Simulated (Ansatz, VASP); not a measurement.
# SnTe: VASP beside Ansatz

The input INCAR:

```
ALGO     = Normal         # electronic algorithm
EDIFF    = 1E-6           # SCF threshold, eV
ENCUT    = 520            # plane-wave cutoff, eV
GGA      = PS             # functional
ISIF     = 2              # what is computed and relaxed
ISMEAR   = 0              # smearing method
LASPH    = T              # aspherical terms in the spheres
LCHARG   = F              # write CHGCAR
LREAL    = F              # projectors in reciprocal space
LWAVE    = F              # write WAVECAR
NBANDS   = 17             # bands
NELM     = 100            # most SCF steps
PREC     = Accurate       # precision mode
SIGMA    = 0.03           # smearing width, eV
```

The input KPOINTS:

```
k-points
0
Gamma
  10 10 10
```

The input POSCAR:

```
SnTe
1.0
    0.0000000000      3.1091525000      3.1565000000
    3.1565000000      0.0000000000      3.1565000000
    3.1565000000      3.1091525000      0.0000000000
Sn Te
1 1
Direct
    0.0000000000      0.0000000000      0.0000000000
    0.5000000000      0.5000000000      0.5000000000
```

Input for Ansatz:

```yaml
crystal:
  lattice:
    - [0.0, 3.1091525, 3.1565]
    - [3.1565, 0.0, 3.1565]
    - [3.1565, 3.1091525, 0.0]
  atoms:
    - { symbol: Sn, position: [0.0, 0.0, 0.0] }
    - { symbol: Te, position: [0.5, 0.5, 0.5] }
basis:
  ecutwfc: 420
kpoints:
  mp_grid: { grid: [10, 10, 10] }
hamiltonian:
  xc: pbesol
scf:
  occupations: { method: gaussian, width: 0.03 }
output:
  forces: true
  stress: true
  eigenvalues: true
```

Change from the starting cell: strain -0.0150 x Voigt [0, 1, 0, 0, 0, 0], atoms carried along.

Alike in both runs: task single point; functional PBEsol; k mesh 10 × 10 × 10; occupations gaussian, width 0.03 eV; no spin polarisation.

|  | VASP | Ansatz |
| --- | --- | --- |
| version | VASP 6.6.1 | Ansatz 0.2.0 |
| potentials or method | VASP PAW PBE potentials, release 64 (Sn_d, Te), cutoff 520 eV | scalar-relativistic, plane waves, PAW |
| valence electrons in the cell | 20 | 30 |

|  | VASP | Ansatz | Ansatz less VASP |
| --- | --- | --- | --- |
| gap on the k mesh at the Fermi level (eV) | 0.19 | 0.18 | -0.001 |
| least direct gap on the mesh (eV) | 0.19 | 0.18 | -0.001 |
| pressure (GPa) | 0.2 | 0.2 | +0.02 |
| traceless stress, the component that is largest in VASP (GPa) | 1.41 | 1.40 | -0.005 |

VASP's potentials were made for PBE, not for PBEsol. VASP's potentials hold 20 valence electrons a cell and Ansatz's 30, so a difference there can come from the potentials and not from the codes.

Neither program's run includes spin-orbit coupling.
